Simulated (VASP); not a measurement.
TiTe2, 3 atoms in the cell. The structure is trigonal, space group P-3m1 (No. 164). The conventional cell has a = 3.700 Å, b = 3.700 Å, c = 6.365 Å, α = 90.00°, β = 90.00°, γ = 120.00°. Te (site symmetry 3m) has 3 Ti at 2.71 Å within 3.6 Å. Within 3.6 Å of Ti (site symmetry -3m) lie 6 Te at 2.71 Å.  This cell differs from its parent crystal: volume scaled by 0.94.

| Quantity | Value |
| --- | --- |
| Program | VASP 6.6.1 |
| Task | single point |
| Functional | PBEsol |
| Potentials or basis | VASP PAW PBE potentials, release 64 (Te, Ti_sv) |
| Cutoff | 520 eV |
| k mesh | 8 × 8 × 4 |
| Occupations | fermi-dirac, width 0.05 eV |
| Spin | no spin polarisation |
| Dipole correction | no |
| Further INCAR settings | ALGO = Normal; EDIFF = 1e-06; NBANDS = 19 |

Potentials or basis: VASP PAW PBE potentials, release 64 (Te, Ti_sv).

Launch:

```bash
$ cat potpaw_PBE.64/Te/POTCAR potpaw_PBE.64/Ti_sv/POTCAR > POTCAR
$ mpirun -np 1 vasp_std > vasp.out
```

Hardware: 1 thread of Intel(R) Xeon(R) Platinum 8488C (Sapphire Rapids), on a shared host.

Estimate the wall time of this run.

Run time: 69 s on 1 thread of Intel(R) Xeon(R) Platinum 8488C (Sapphire Rapids), with other jobs on the host, peak memory 0.21 GiB. Counts: scf iterations 16, k points 35.
